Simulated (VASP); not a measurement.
Here is a VASP 6.6.1 calculation.

Contents of INCAR:

```
PREC     = Accurate       # precision mode
ENCUT    = 520            # plane-wave cutoff, eV
EDIFF    = 1E-6           # SCF threshold, eV
ISMEAR   = -1             # smearing method
SIGMA    = 0.05           # smearing width, eV
LREAL    = False          # projectors in reciprocal space
LASPH    = True           # aspherical terms in the spheres
NELM     = 80             # most SCF steps
ALGO     = Fast           # electronic algorithm
ISIF     = 2              # what is computed and relaxed
LWAVE    = False          # write WAVECAR
LCHARG   = False          # write CHGCAR
GGA      = CA             # functional
NBANDS   = 17             # bands
```

The input KPOINTS:

```
Automatic mesh
0
Gamma
  11 11 6
```

The input POSCAR:

```
Pd
1.0
    2.7460433387      0.0000000000      0.0000000000
   -1.3730216694      2.3781432912      0.0000000000
    0.0000000000      0.0000000000      4.5663327230
Pd
2
Direct
    0.3333333333      0.6666666667      0.2500000000
    0.6666666667      0.3333333333      0.7500000000
```

Potentials or basis: VASP PAW LDA potentials, release 64 (Pd).

The run is started by

```sh
$ cat potpaw_LDA.64/Pd/POTCAR > POTCAR
$ mpirun -np 1 vasp_std > vasp.out
```

Predict the pressure.

-9.2 GPa.

What does it give for the band gap on the k mesh?

Zero (band 10 reaches 9.56 eV, above the bottom of band 11 at 8.71 eV).

Stress tensor (GPa, compression positive):
```
-9.33  0.00  0.00
 0.00 -9.33  0.00
 0.00  0.00 -8.79
```
